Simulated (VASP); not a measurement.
MnPt2: single point with PBE

The system is MnPt2.

```
CELL_PARAMETERS angstrom
2.85840 0.00000 0.00000
-1.42920 2.47545 0.00000
0.00000 0.00000 6.53250
ATOMIC_POSITIONS crystal
Pt 0.66667 0.33333 0.31621
Pt 0.33333 0.66667 0.68379
Mn 0.00000 0.00000 0.00000
```

```yaml
Program: VASP 6.6.1
Task: single point
Functional: PBE
Potentials_or_basis: VASP PAW PBE potentials, release 64 (Pt, Mn_pv)
Cutoff: 520 eV
k_mesh: 11 × 11 × 4
Occupations: gaussian, width 0.018 eV
Spin: collinear spin, ferromagnetic start
Starting_moments: "[0.0, 0.0, 4.0] μB"
```

```
Pressure                                              : -0.4 GPa
Largest force                                         : 0.039 eV/Å
Net moment                                            : 4.63 μB per cell
Site moments                                          : Pt +0.33; Mn +3.79 μB
Valence electrons inside the program's atomic spheres : Pt 9.23; Mn 11.55
```

Forces on the atoms (eV/Å):
```
Pt   0.000  0.000  0.039
Pt   0.000  0.000 -0.039
Mn   0.000  0.000  0.000
```

Stress tensor (GPa, compression positive):
```
-1.34  0.00  0.00
 0.00 -1.34  0.00
 0.00  0.00  1.53
```

Levels at points of the mesh, in eV from the Fermi level:
Spin up:
| k point | band 15 | band 16 | band 17 | band 18 | band 19 | band 20 | band 21 | band 22 | band 23 | band 24 |
| --- | --- | --- | --- | --- | --- | --- | --- | --- | --- | --- |
| (0.00, 0.00, 0.00) | -2.18 | -1.59 | -1.59 | -1.08 | -1.08 | -0.83 | -0.83 | 10.06 | 11.11 | 15.01 |
| (0.00, 0.00, 0.50) | -1.77 | -1.77 | -1.76 | -1.76 | -0.15 | -0.15 | 0.27 | 6.05 | 14.30 | 14.90 |
Spin down:
```
           k point  band 11  band 12  band 13  band 14  band 15  band 16  band 17  band 18  band 19  band 20
(0.00, 0.00, 0.00)    -2.71    -2.36    -1.85    -1.85    -0.89    -0.89     0.75     1.36     1.36     2.21
(0.00, 0.00, 0.50)    -3.02    -1.56    -1.56    -1.39    -1.39     0.32     0.51     1.41     1.41     2.37
```

Run time: 2 min on 1 thread of AMD EPYC 9R45 96-Core Processor (Zen 5) (shared host), peak memory 0.24 GiB.

Caveat: spin-orbit coupling is left out, which moves the levels of the heavy elements.
